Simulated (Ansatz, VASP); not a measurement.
One calculation of W3C, two programs

Contents of INCAR:

```
SYSTEM = W3C
PREC = Accurate ; ENCUT = 520
EDIFF = 1E-6 ; ISMEAR = 0
SIGMA = 0.1 ; LREAL = .FALSE.
LASPH = .TRUE. ; NELM = 60
ALGO = Normal ; ISIF = 2
LWAVE = .FALSE. ; LCHARG = .FALSE.
LDIPOL = .TRUE. ; IDIPOL = 3
DIPOL = 0.5 0.5 0.359 ; GGA = PE
NBANDS = 31
```

File KPOINTS:

```
Automatic mesh
0
G
  9 9 1
  0 0 0
```

The input POSCAR:

```
W3C
1.0
    2.8545944806      0.0000000000      0.0000000000
   -1.4272972403      2.4721513377      0.0000000000
    0.0000000000      0.0000000000     21.6971108210
W C
3 1
Direct
    0.6666666667      0.3333333333      0.1843563428
    0.3333333333      0.6666666667      0.2926027619
    0.0000000000      0.0000000000      0.4008418859
    0.0000000000      0.0000000000      0.5589274499
```

Input for Ansatz:

```yaml
crystal:
  lattice:
    - [2.8545944806, 0.0, 0.0]
    - [-1.4272972403, 2.4721513377, 0.0]
    - [0.0, 0.0, 21.697110821]
  atoms:
    - { symbol: W, position: [0.6666666667, 0.3333333333, 0.1843563428] }
    - { symbol: W, position: [0.3333333333, 0.6666666667, 0.2926027619] }
    - { symbol: W, position: [0.0, 0.0, 0.4008418859] }
    - { symbol: C, position: [0.0, 0.0, 0.5589274499] }
basis:
  ecutwfc: 420
kpoints:
  mp_grid: { grid: [9, 9, 1] }
hamiltonian:
  xc: pbe
scf:
  occupations: { method: gaussian, width: 0.1 }
output:
  forces: true
  eigenvalues: true
efield:
  axis: 3
  dipole_correction: true
  ramp_width: 0.04
```

Alike in both runs: task single point; functional PBE; k mesh 9 × 9 × 1; occupations gaussian, width 0.1 eV; no spin polarisation.

```csv
,VASP,Ansatz
version,VASP 6.6.1,Ansatz 0.2.0
potentials or method,"VASP PAW PBE potentials, release 64 (W_sv, C), cutoff 520 eV","scalar-relativistic, plane waves, PAW"
valence electrons in the cell,46,46
```

```tsv
	VASP	Ansatz	Ansatz less VASP
gap on the k mesh at the Fermi level (eV)	none	none	-
rms of the force components (eV/Å)	0.283	0.279	-0.0045
```

Atom by atom the forces differ by 0.009 eV/Å (rms over components). A gap of «none» marks a metal or a gap that the smearing closes. With one functional, cell and mesh, what is left measures potentials, basis and numerics.

Neither program's run includes spin-orbit coupling.
